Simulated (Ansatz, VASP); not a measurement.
**SrO: VASP and Ansatz over several settings**

```
Sr O
1.0
     3.50526    0.00000    0.00000
    -1.75263    3.03565    0.00000
     0.00000    0.00000    6.13328
Sr O
2 2
Direct
  0.66667 0.33333 0.75000
  0.33333 0.66667 0.25000
  0.00000 0.00000 0.50000
  0.00000 0.00000 0.00000
```

Single points on this cell with VASP 6.6.1 and Ansatz 0.2.0. Each row is one pair of runs. Alike in all rows: spin: off; k mesh: 9 × 9 × 5; smearing: fermi-dirac, width 0.05 eV.

| level | VASP's potentials, cutoff | Ansatz's potentials, cutoff | gap on the k mesh at the Fermi level (eV), VASP | gap on the k mesh at the Fermi level (eV), Ansatz | least direct gap on the mesh (eV), VASP | least direct gap on the mesh (eV), Ansatz | pressure (GPa), VASP | pressure (GPa), Ansatz |
| --- | --- | --- | --- | --- | --- | --- | --- | --- |
| LDA | VASP PAW LDA potentials, release 64 (Sr_sv, O), 520 eV | Ansatz PAW, 420 eV | 2.92 | 2.97 | 3.11 | 3.10 | -1.5 | -2.2 |
| PBEsol | VASP PAW PBE potentials, release 64 (Sr_sv, O), 520 eV | Ansatz PAW, 420 eV | 2.99 | 3.03 | 3.16 | 3.17 | 1.9 | 1.2 |
| r2SCAN | VASP PAW PBE potentials, release 64 (Sr_sv, O), 520 eV | Ansatz PAW, 500 eV | 3.53 | 3.58 | 3.79 | 3.83 | 4.2 | 3.5 |

Gap on the k mesh at the fermi level (eV): the two programs differ by at most 0.048; least direct gap on the mesh (eV): the two programs differ by at most 0.039; pressure (GPa): the two programs differ by at most 0.78.

Noted on Ansatz's runs: odd divisions of the mesh miss points on the zone boundary, where band edges often lie, so the gap on the mesh can be too wide.
